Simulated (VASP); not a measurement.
Here is a VASP 6.6.1 calculation.

File INCAR:

```
  PREC = Accurate
  ENCUT = 520
  EDIFF = 1E-7
  ISMEAR = 0
  SIGMA = 0.05
  LREAL = F
  LASPH = T
  NELM = 150
  ALGO = Normal
  ISIF = 2
  LWAVE = F
  LCHARG = T
  ISPIN = 2
  MAGMOM = 4 0 0
  LORBIT = 11
  LMAXMIX = 4
  LDAU = T
  LDAUTYPE = 1
  LDAUL = 2 -1
  LDAUU = 8 0
  LDAUJ = 0.9 0
  LDAUPRINT = 1
  GGA = PE
  LELF = T
  LVHAR = T
  NBANDS = 25
```

Contents of KPOINTS:

```
Automatic mesh
0
Gamma
  7 7 7
```

File POSCAR:

```
RuF2
1.0
    1.4766179400      0.8525257600      4.4643721500
   -1.4766179400      0.8525257600      4.4643721500
    0.0000000000     -1.7050515300      4.4643721500
Ru F
1 2
Direct
    0.0000000000      0.0000000000      0.0000000000
    0.2520000000      0.2520000000      0.2520000000
    0.7480000000      0.7480000000      0.7480000000
```

Potentials or basis: VASP PAW PBE potentials, release 64 (Ru_pv, F).

The run is started by

```sh
$ cat potpaw_PBE.64/Ru_pv/POTCAR potpaw_PBE.64/F/POTCAR > POTCAR
$ mpirun -np 1 vasp_std > vasp.out
```

(1) Estimate the band gap on the k mesh.

(2) What does it give for the pressure?

Answers

(1) zero (filled and empty bands overlap).

(2) 71.4 GPa.

Caveat: forces of over 1 eV/Å act on the atoms, so gaps and moduli don't describe the material at rest.
